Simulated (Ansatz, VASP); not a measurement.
# Two plane-wave programs on ZrC

POSCAR

```
ZrC
1.0
    3.2729194810     -0.0327291948      0.0000000000
   -1.6648040547      2.8507960125      0.0000000000
    0.0000000000      0.0000000000      2.9310467534
Zr C
1 1
Direct
    0.0000000000      0.0000000000      0.0000000000
    0.6666666667      0.3333333333      0.5000000000
```

INCAR.step1

```
PREC = Accurate
ENCUT = 520
ISMEAR = 0
SIGMA = 0.05
LREAL = False
LASPH = True
NELM = 60
NBANDS = 15
GGA = PE
ALGO = Normal
EDIFF = 1E-4
LWAVE = True
LCHARG = False
```

The input INCAR.step2:

```
PREC = Accurate
ENCUT = 520
EDIFF = 1E-6
ISMEAR = 0
SIGMA = 0.05
LREAL = False
LASPH = True
NELM = 60
ALGO = Normal
ISIF = 2
LWAVE = False
LCHARG = True
METAGGA = R2SCAN
LMIXTAU = True
LELF = True
LVHAR = True
NBANDS = 15
ISTART = 1
```

Contents of KPOINTS:

```
Automatic mesh
0
Gamma
  12 12 12
```

Input for Ansatz:

```yaml
crystal:
  lattice:
    - [3.272919481, -0.0327291948, 0.0]
    - [-1.6648040547, 2.8507960125, 0.0]
    - [0.0, 0.0, 2.9310467534]
  atoms:
    - { symbol: Zr, position: [0.0, 0.0, 0.0] }
    - { symbol: C, position: [0.6666666667, 0.3333333333, 0.5] }
basis:
  ecutwfc: 500
  ecutrho_ratio: 4
kpoints:
  mp_grid: { grid: [12, 12, 12] }
hamiltonian:
  xc: r2scan
scf:
  occupations: { method: gaussian, width: 0.05 }
output:
  forces: true
  stress: true
  eigenvalues: true
```

Change from the starting cell: strain e6 = -0.02, atoms carried along.

Alike in both runs: task single point; functional r2SCAN; k mesh 12 × 12 × 12; occupations gaussian, width 0.05 eV; no spin polarisation.

```csv
,VASP,Ansatz
version,VASP 6.6.1,Ansatz 0.2.0
potentials or method,"VASP PAW PBE potentials, release 64 (Zr_sv, C), cutoff 520 eV","scalar-relativistic, plane waves, PAW"
valence electrons in the cell,16,16
```

```csv
,VASP,Ansatz,Ansatz less VASP
gap on the k mesh at the Fermi level (eV),none,none,-
pressure (GPa),0.2,0.1,-0.17
"traceless stress, the component that is largest in VASP (GPa)",2.52,2.51,-0.007
rms of the force components (eV/Å),0.041,0.040,-0.0006
```

VASP's potentials were made for PBE, not for r2SCAN. Atom by atom the forces differ by 0.001 eV/Å (rms over components). A gap of «none» marks a metal or a gap that the smearing closes.
